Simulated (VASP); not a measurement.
# Cs (I4/mmm) in VASP: further runs, part 2 of 2

VASP 6.6.1. Earlier steps stand in the parts before.

### 4 Single point, PBE

File INCAR:

```
PREC = Accurate ; ENCUT = 520
EDIFF = 1E-6 ; ISMEAR = 0
SIGMA = 0.15 ; LREAL = F
LASPH = T ; NELM = 100
ALGO = Fast ; ISIF = 2
LWAVE = F ; LCHARG = F
GGA = PE ; NBANDS = 10
```

File KPOINTS:

```
regular mesh
0
Gamma
  12 12 12
```

File POSCAR:

```
Cs
1.0
   -2.7693968386      2.7693968386      3.6002158902
    2.7693968386     -2.7693968386      3.6002158902
    2.7693968386      2.7693968386     -3.6002158902
Cs
1
Direct
    0.0000000000      0.0000000000      0.0000000000
```

Potentials or basis: VASP PAW PBE potentials, release 64 (Cs_sv).

Command:

```sh
$ cat potpaw_PBE.64/Cs_sv/POTCAR > POTCAR
$ mpirun -np 1 vasp_std > vasp.out
```

OUTCAR:

```text
PREC = Accurate
   ENCUT = 520
   EDIFF = 1E-6
   ISMEAR = 0
   LREAL = F
   LASPH = T
   NELM = 100
   ISIF = 2
   GGA = PE

 ion  position               nearest neighbor table
   1  0.000  0.000  0.000-

  LATTYP: Found a body centered tetragonal cell.
 ALAT       =     5.5387936772
 C/A-ratio  =     1.3000000000

  Lattice vectors:

 A1 = (  -2.7693968386,   2.7693968386,   3.6002158902)
 A2 = (   2.7693968386,  -2.7693968386,   3.6002158902)
 A3 = (   2.7693968386,   2.7693968386,  -3.6002158902)

Analysis of symmetry for initial positions (statically):
=====================================================================
 Subroutine PRICEL returns:
 Original cell was already a primitive cell.

 Routine SETGRP: Setting up the symmetry group for a
 body centered tetragonal supercell.

 Subroutine GETGRP returns: Found 16 space group operations
 (whereof 16 operations were pure point group operations)
 out of a pool of 16 trial point group operations.

The static configuration has the point symmetry D_4h.

Analysis of symmetry for dynamics (positions and initial velocities):
=====================================================================
 Subroutine PRICEL returns:
 Original cell was already a primitive cell.

 Routine SETGRP: Setting up the symmetry group for a
 body centered tetragonal supercell.

 Subroutine GETGRP returns: Found 16 space group operations
 (whereof 16 operations were pure point group operations)
 out of a pool of 16 trial point group operations.

The dynamic configuration has the point symmetry D_4h.

 Subroutine INISYM returns: Found 16 space group operations
 (whereof 16 operations are pure point group operations),
 and found     1 'primitive' translations

----------------------------------------------------------------------------------------

                                     Primitive cell

  volume of cell :     110.4483

  direct lattice vectors                    reciprocal lattice vectors
    -2.769396839  2.769396839  3.600215890     0.000000000  0.180544728  0.138880560
     2.769396839 -2.769396839  3.600215890     0.180544728  0.000000000  0.138880560
     2.769396839  2.769396839 -3.600215890     0.180544728  0.180544728  0.000000000

  length of vectors
     5.319837606  5.319837606  5.319837606     0.227781055  0.227781055  0.255328803

  position of ions in fractional coordinates (direct lattice)
     0.000000000  0.000000000  0.000000000

  ion indices of the primitive-cell ions
   primitive index   ion index
                 1           1

----------------------------------------------------------------------------------------

 KPOINTS: regular mesh

Automatic generation of k-mesh.
 Grid dimensions read from file:
 generate k-points for:   12   12   12

 Generating k-lattice:

  Cartesian coordinates                     Fractional coordinates (reciprocal lattice)
     0.000000000  0.015045394  0.011573380     0.083333333  0.000000000  0.000000000
     0.015045394  0.000000000  0.011573380     0.000000000  0.083333333  0.000000000
     0.015045394  0.015045394  0.000000000     0.000000000  0.000000000  0.083333333

  Length of vectors
     0.018981755  0.018981755  0.021277400

  Shift w.r.t. Gamma in fractional coordinates (k-lattice)
     0.000000000  0.000000000  0.000000000

 Subroutine IBZKPT returns following result:
 ===========================================

 Found    163 irreducible k-points:

 Following reciprocal coordinates:
            Coordinates               Weight
  0.000000  0.000000  0.000000      1.000000
  0.083333  0.000000  0.000000      8.000000
  0.166667  0.000000  0.000000      8.000000
  0.250000 -0.000000  0.000000      8.000000
  0.333333 -0.000000  0.000000      8.000000
  0.416667  0.000000 -0.000000      8.000000
[... 16 lines left out ...]
  0.500000  0.166667  0.000000     16.000000
 -0.416667  0.166667  0.000000     16.000000
 [... further k-points ...]
   k-points           NKPTS =    163   k-points in BZ     NKDIM =    163   number of bands    NBANDS=     10
   number of dos      NEDOS =    301   number of ions     NIONS =      1
   total plane-waves  NPLWV =  64000
   dimension x,y,z NGX =    40 NGY =   40 NGZ =   40
   dimension x,y,z NGXF=    80 NGYF=   80 NGZF=   80
   ions per type =               1
   NGX,Y,Z   is equivalent  to a cutoff of  12.50, 12.50, 12.50 a.u.
   NGXF,Y,Z  is equivalent  to a cutoff of  25.00, 25.00, 25.00 a.u.
 SYSTEM =  unknown system
   PREC   = accura    normal or accurate (medium, high low for compatibility)
   ISTART =      0    job   : 0-new  1-cont  2-samecut
   ICHARG =      2    charge: 1-file 2-atom 10-const
   ISPIN  =      1    spin polarized calculation?
   LNONCOLLINEAR =      F non collinear calculations
   LSORBIT =      F    spin-orbit coupling
   LASPH  =      T    aspherical Exc in radial PAW
   ENCUT  =  520.0 eV  38.22 Ry    6.18 a.u.   9.89  9.89  9.89*2*pi/ulx,y,z
   NELM   =    100;   NELMIN=  2; NELMDL= -5     # of ELM steps
   EDIFF  = 0.1E-05   stopping-criterion for ELM
   LREAL  =      F    real-space projection
   EDIFFG = 0.1E-04   stopping-criterion for IOM
   NSW    =      0    number of steps for IOM
   IBRION =     -1    ionic relax: 0-MD 1-quasi-New 2-CG
   NFREE  =      0    steps in history (QN), initial steepest desc. (CG)
   ISIF   =      2    stress and relaxation
   ISYM   =      2    0-nonsym 1-usesym 2-fastsym
   POTIM  = 0.5000    time-step for ionic-motion
   TEBEG  =    0.0;   TEEND  =   0.0 temperature during run
   PSTRESS=    0.0 pullay stress
   NELECT =       9.0000    total number of electrons
   NUPDOWN=      -1.0000    fix difference up-down
   EMIN   =  10.00;   EMAX   =-10.00  energy-range for DOS
   EFERMI =   0.00;   METHOD = LEGACY
   ISMEAR =     0;   SIGMA  =   0.15  broadening in eV -4-tet -1-fermi 0-gaus
   EFERMI_NEDOS =   21; number of points for ismear=-14 and -15
   IALGO  =     68    algorithm
   IMIX   =      4    mixing-type and parameters
     AMIX     =   0.40;   BMIX     =  1.00
     AMIX_MAG =   1.60;   BMIX_MAG =  1.00
  volume/ion in A,a.u.               =     110.45       745.34
  Fermi-wavevector in a.u.,A,eV,Ry     =   0.709746  1.341225  6.853782  0.503739
  Thomas-Fermi vector in A             =   1.796409
   LORBIT       =      0    0 simple, 1 ext, 2 COOP (PROOUT), +10 PAW based schemes
   GGA     = PE    functional components
   LHFCALC =     F    Hartree Fock is set to
   AEXX    =    0.0000 exact exchange contribution
   IVDW    =     0    specifies the selected vdW correction
   LEPSILON=     F    determine dielectric tensor
   LRPA    =     F    only Hartree local field effects (RPA)
 non-spin polarized calculation
 RMM-DIIS sequential band-by-band and
 Gauss-broadening in eV      SIGMA  =   0.15
  energy-cutoff  :      520.00
  volume of cell :      110.45
 maximum number of plane-waves:      2998
   NGX = 19   NGY = 19   NGZ = 19

 number of electron       9.0000001 magnetization

 Free energy of the ion-electron system (eV)
  ---------------------------------------------------
  ext. energy  EPLUGINS =         0.00000000
  ---------------------------------------------------
  free energy    TOTEN  =        -0.85511147 eV

  energy without entropy =       -0.84059754  energy(sigma->0) =       -0.84785451

 E-fermi :   0.5553     XC(G=0):  -5.5086

 val. band max:        0.5528572381   @ k =   0.5000   0.0833   0.0000
 cond. band min:       0.5648377541   @ k =  -0.3333   0.4167   0.0833
 fundamental gap:      0.0119805159
 Fermi energy:         0.5553385505

 k-point     1 :       0.0000    0.0000    0.0000
  band No.  band energies     occupation
      1     -23.2741      2.00000
      2     -10.0127      2.00000
      3     -10.0127      2.00000
      4     -10.0109      2.00000
      5      -1.1626      2.00000
      6       2.9586      0.00000
      7       2.9586      0.00000
      8       3.2237      0.00000
      9       3.8814      0.00000
     10       4.3442      0.00000
[... 287 lines left out ...]
 k-point    24 :      -0.4167    0.1667    0.0000
  band No.  band energies     occupation
      1     -23.2672      2.00000
      2     -10.1343      2.00000
      3     -10.0511      2.00000
      4     -10.0362      2.00000
      5       0.2224      1.99830
      6       1.7469      0.00000
      7       2.4228      0.00000
      8       3.3231      0.00000
      9       4.2096      0.00000
     10       4.8180      0.00000

 [... further k-points ...]

------------------------ aborting loop because EDIFF is reached ----------------------------------------

  FORCE on cell =-STRESS in cart. coord.  units (eV):
  Direction    XX          YY          ZZ          XY          YZ          ZX
  --------------------------------------------------------------------------------------
  -------------------------------------------------------------------------------------
  Total        0.0755739      0.0755739      0.0881592      0.0000000     -0.0000000      0.0000000
  in kB        1.0962844      1.0962844      1.2788493      0.0000000     -0.0000000      0.0000000
  external PRESSURE =       1.1571393 kB  Pullay stress =       0.0000000 kB

 VOLUME and BASIS-vectors are now :
 -----------------------------------------------------------------------------
  energy-cutoff  :      520.00
  volume of cell :      110.45
      direct lattice vectors                 reciprocal lattice vectors
    -2.769396839  2.769396839  3.600215890     0.000000000  0.180544728  0.138880560
     2.769396839 -2.769396839  3.600215890     0.180544728  0.000000000  0.138880560
     2.769396839  2.769396839 -3.600215890     0.180544728  0.180544728  0.000000000

 POSITION                                       TOTAL-FORCE (eV/Angst)
 -----------------------------------------------------------------------------------
      0.00000      0.00000      0.00000         0.000000      0.000000     -0.000000
 -----------------------------------------------------------------------------------
    total drift:                                0.000000      0.000000     -0.000000

  FREE ENERGIE OF THE ION-ELECTRON SYSTEM (eV)
  ---------------------------------------------------
  free  energy   TOTEN  =        -0.8551114683 eV

  energy  without entropy=       -0.8405975420  energy(sigma->0) =       -0.84785451
```

stdout:

```text
POSCAR found type information on POSCAR Cs
 POSCAR found :  1 types and       1 ions
 scaLAPACK will be used
 LDA part: xc-table for (Slater+PW92), standard interpolation
 POSCAR, INCAR and KPOINTS ok, starting setup
 FFT: planning ... GRIDC
 FFT: planning ... GRID_SOFT
 FFT: planning ... GRID
 WAVECAR not read
 entering main loop
```

Run time: 74 s. Hardware: 1 thread of AMD EPYC 9R45 (Zen 5), shared host; peak memory 0.32 GiB.

What came out:

```yaml
Free_energy: -0.8551 eV
Pressure: 0.1 GPa
```

Levels at points of the mesh, in eV from the Fermi level:
```tsv
k point	band 3	band 4	band 5	band 6	band 7	band 8
(0.00, 0.00, 0.00)	-10.57	-10.57	-1.72	2.40	2.40	2.67
(0.50, 0.00, 0.00)	-10.60	-10.58	-0.04	0.81	2.13	2.54
(0.50, 0.50, 0.00)	-10.63	-10.60	0.19	1.10	1.35	4.15
(0.50, 0.50, 0.50)	-10.64	-10.64	0.34	0.91	1.84	3.88
```

Caveat: spin-orbit coupling is left out, which moves the levels of the heavy elements.

### 5 Single point, PBE

File INCAR:

```
PREC = Accurate ; ENCUT = 520
EDIFF = 1E-6 ; ISMEAR = 0
SIGMA = 0.15 ; LREAL = False
LASPH = True ; NELM = 80
ALGO = Fast ; ISIF = 2
LWAVE = False ; LCHARG = True
GGA = PE ; LELF = True
LVHAR = True ; NBANDS = 10
```

File KPOINTS:

```
Automatic mesh
0
Gamma
  12 12 12
```

File POSCAR:

```
Cs
1.0
   -3.1076853019      3.1076853019      2.8590704777
    3.1076853019     -3.1076853019      2.8590704777
    3.1076853019      3.1076853019     -2.8590704777
Cs
1
Direct
    0.0000000000      0.0000000000      0.0000000000
```

Command:

```sh
$ cat potpaw_PBE.64/Cs_sv/POTCAR > POTCAR
$ mpirun -np 1 vasp_std > vasp.out
```

Wall time 78 s (1 thread of AMD EPYC 9R45 (Zen 5), shared host); peak memory 0.32 GiB.

The run converged. Its results:

* Free energy: -0.8540 eV
* Pressure: 0.1 GPa

Levels at points of the mesh, in eV from the Fermi level:
| k point | band 3 | band 4 | band 5 | band 6 | band 7 | band 8 |
| --- | --- | --- | --- | --- | --- | --- |
| (0.00, 0.00, 0.00) | -10.57 | -10.57 | -1.72 | 2.29 | 2.66 | 2.66 |
| (0.50, 0.00, 0.00) | -10.63 | -10.58 | 0.05 | 0.99 | 1.53 | 3.30 |
| (0.50, 0.50, 0.00) | -10.62 | -10.57 | -0.04 | 0.80 | 1.91 | 3.00 |
| (0.50, 0.50, 0.50) | -10.69 | -10.66 | 0.54 | 0.68 | 2.89 | 2.89 |

Caveat: spin-orbit coupling is left out, which moves the levels of the heavy elements.

### 6 Single point, PBE

File INCAR:

```
SYSTEM = Cs
PREC = Accurate
ENCUT = 520
EDIFF = 1E-6
ISMEAR = 0
SIGMA = 0.15
LREAL = .False.
LASPH = .True.
NELM = 60
ALGO = Fast
ISIF = 2
LWAVE = .False.
LCHARG = .False.
GGA = PE
NBANDS = 10
```

File KPOINTS:

```
regular mesh
0
Gamma
  12 12 12
  0 0 0
```

File POSCAR:

```
Cs
1.0
   -2.9279843278      2.9279843278      3.2207827606
    2.9279843278     -2.9279843278      3.2207827606
    2.9279843278      2.9279843278     -3.2207827606
Cs
1
Direct
    0.0000000000      0.0000000000      0.0000000000
```

Potentials or basis: VASP PAW PBE potentials, release 64 (Cs_sv).

Command:

```sh
$ cat potpaw_PBE.64/Cs_sv/POTCAR > POTCAR
$ mpirun -np 1 vasp_std > vasp.out
```

It took 73 s on 1 thread of AMD EPYC 9R45 (Zen 5), shared host; peak memory 0.32 GiB.

It converged, with:

- Free energy: -0.8545 eV
- Pressure: 0.1 GPa

Levels at points of the mesh, in eV from the Fermi level:
| k point | band 2 | band 3 | band 4 | band 5 | band 6 | band 7 | band 8 | band 9 |
| --- | --- | --- | --- | --- | --- | --- | --- | --- |
| (0.00, 0.00, 0.00) | -10.57 | -10.57 | -10.57 | -1.72 | 2.41 | 2.41 | 2.80 | 3.12 |
| (0.50, 0.00, 0.00) | -10.73 | -10.62 | -10.57 | -0.01 | 0.86 | 1.79 | 3.02 | 3.91 |
| (0.50, 0.50, 0.00) | -10.73 | -10.63 | -10.58 | 0.08 | 1.06 | 1.39 | 3.56 | 4.08 |
| (0.50, 0.50, 0.50) | -10.70 | -10.67 | -10.67 | 0.52 | 0.71 | 2.62 | 3.38 | 3.38 |

Caveat: spin-orbit coupling is left out, which moves the levels of the heavy elements.

### 7 The runs side by side

| cell | further INCAR settings | gap on the mesh (eV) | pressure (GPa) |
| --- | --- | --- | --- |
| a = 5.275 Å, angles 114.7, 114.7, 99.4°, 1 atom | ALGO = Fast; EDIFF = 1e-06; NBANDS = 10 | none | 0.1 |
| a = 5.303 Å, angles 103.5, 103.5, 122.2°, 1 atom | ALGO = Fast; EDIFF = 1e-07; NBANDS = 10 | none | 0.2 |
| a = 5.320 Å, angles 117.3, 117.3, 94.8°, 1 atom | ALGO = Fast; EDIFF = 1e-06; NBANDS = 10 | none | 0.1 |
| a = 5.243 Å, angles 107.3, 107.3, 113.9°, 1 atom | ALGO = Fast; EDIFF = 1e-06; NBANDS = 10 | none | 0.1 |
| a = 5.246 Å, angles 112.1, 112.1, 104.2°, 1 atom | ALGO = Fast; EDIFF = 1e-06; NBANDS = 10 | none | 0.1 |

Alike in all rows: task single point; level PBE; potentials or basis VASP PAW PBE potentials, release 64 (Cs_sv); no spin polarisation; k mesh 12 × 12 × 12; cutoff (eV) 520; smearing gaussian 0.15 eV.

Caveats: spin-orbit coupling is left out, which moves the levels of the heavy elements.

Absolute energies hang on the potentials; compare differences alone.
